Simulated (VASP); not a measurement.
Write the native input for VASP 6.6.1 that does the following.

```
Task                   : single point
Functional             : PBEsol
Potentials or basis    : VASP PAW PBE potentials, release 64 (Al, N)
Cutoff                 : 520 eV
k mesh                 : 10 × 10 × 10
Occupations            : gaussian, width 0.05 eV
Spin                   : no spin polarisation
Dipole correction      : no
Further INCAR settings : ALGO = Normal; EDIFF = 1e-06; NBANDS = 11
```

The structure of AlN lies in POSCAR:

```
AlN
1.0
    0.0000000000      2.2396523787      2.1631588278
    2.1631588278      0.0000000000      2.1631588278
    2.1631588278      2.2396523787      0.0000000000
Al N
1 1
Direct
   -0.0112666392      0.0112666392      0.0112666392
    0.7717028100      0.7282971900      0.7282971900
```

This cell differs from its parent crystal: mode 4 frozen in at -0.095 Å, strain +e along z and -e/2 along x and y +0.0233.

The input as run:

INCAR

```
ALGO = Normal
EDIFF = 1E-6
ENCUT = 520
GGA = PS
ISIF = 2
ISMEAR = 0
LASPH = True
LCHARG = True
LELF = True
LREAL = False
LVHAR = True
LWAVE = False
NBANDS = 11
NELM = 100
PREC = Accurate
SIGMA = 0.05
```

KPOINTS

```
k-points
0
Gamma
  10 10 10
```

Potentials or basis: VASP PAW PBE potentials, release 64 (Al, N).

Launch:

```bash
$ cat potpaw_PBE.64/Al/POTCAR potpaw_PBE.64/N/POTCAR > POTCAR
$ mpirun -np 1 vasp_std > vasp.out
```

Results of the run:

The pressure is 2.4 GPa and the largest force is 1.972 eV/Å. The band gap on the k mesh is 2.79 eV, indirect (least direct gap 3.70 eV).

Caveat: the cell differs from its parent crystal (mode 4 frozen in at -0.095 Å, strain +e along z and -e/2 along x and y +0.0233); the PAW data sets were made with another functional, which shifts forces and pressure a little.

It took 39 s on 1 thread of Intel(R) Xeon(R) Platinum 8259CL CPU @ 2.50GHz (Skylake/Cascade Lake), on a shared host, peak memory 0.18 GiB.
